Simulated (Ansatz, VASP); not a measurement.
# Two plane-wave programs on WC

File INCAR:

```
  PREC = Accurate
  ENCUT = 520
  EDIFF = 1E-8
  ISMEAR = -1
  SIGMA = 0.05
  LREAL = F
  LASPH = T
  NELM = 80
  ALGO = Normal
  ISIF = 2
  LWAVE = F
  LCHARG = F
  GGA = PS
  LEFG = T
  NBANDS = 16
```

File KPOINTS:

```
regular mesh
0
Gamma
  14 14 13
```

File POSCAR:

```
WC
1.0
    2.8412909150      0.0000000000      0.0000000000
   -1.4206454575      2.4606301120      0.0000000000
    0.0000000000      0.0000000000      2.7712491016
W C
1 1
Direct
    0.0000000000      0.0000000000      0.0000000000
    0.6666666667      0.3333333333      0.5000000000
```

Input for Ansatz:

```yaml
crystal:
  lattice:
    - [2.841290915, 0.0, 0.0]
    - [-1.4206454575, 2.460630112, 0.0]
    - [0.0, 0.0, 2.7712491016]
  atoms:
    - { symbol: W, position: [0.0, 0.0, 0.0] }
    - { symbol: C, position: [0.6666666667, 0.3333333333, 0.5] }
kpoints:
  mp_grid: { grid: [14, 14, 13] }
scf:
  occupations: { method: fermi_dirac, width: 0.05 }
hamiltonian:
  xc: pbesol
  pseudopotentials: { kind: paw }
output:
  forces: true
  stress: true
  eigenvalues: true
  efg: { contact_densities: true }
  write_density: true
  write_potential: true
  elf: true
  volumetric_format: npy
```

Change from the starting cell: volume scaled by 0.94, PAW files.

Alike in both runs: task electric field gradients; functional PBEsol; k mesh 14 × 14 × 13; occupations fermi-dirac, width 0.05 eV; no spin polarisation.

|  | VASP | Ansatz |
| --- | --- | --- |
| version | VASP 6.6.1 | Ansatz 0.2.0 |
| potentials or method | VASP PAW PBE potentials, release 64 (W_sv, C) | PAW with Ansatz's default frozen-core files, scalar-relativistic |
| plane-wave cutoff (eV) | 520 | 420 |
| valence electrons in the cell | 18 | 18 |

|  | VASP | Ansatz | Ansatz less VASP |
| --- | --- | --- | --- |
| pressure (GPa) | 29.7 | 27.9 | -1.74 |
| traceless stress, the component that is largest in VASP (GPa) | 3.32 | 3.01 | -0.307 |
| size of Vzz on the site where it differs most (V/Å²) | 169.0 | 164.7 | -4.31 |

VASP's potentials were made for PBE, not for PBEsol.

Neither program's run includes spin-orbit coupling.
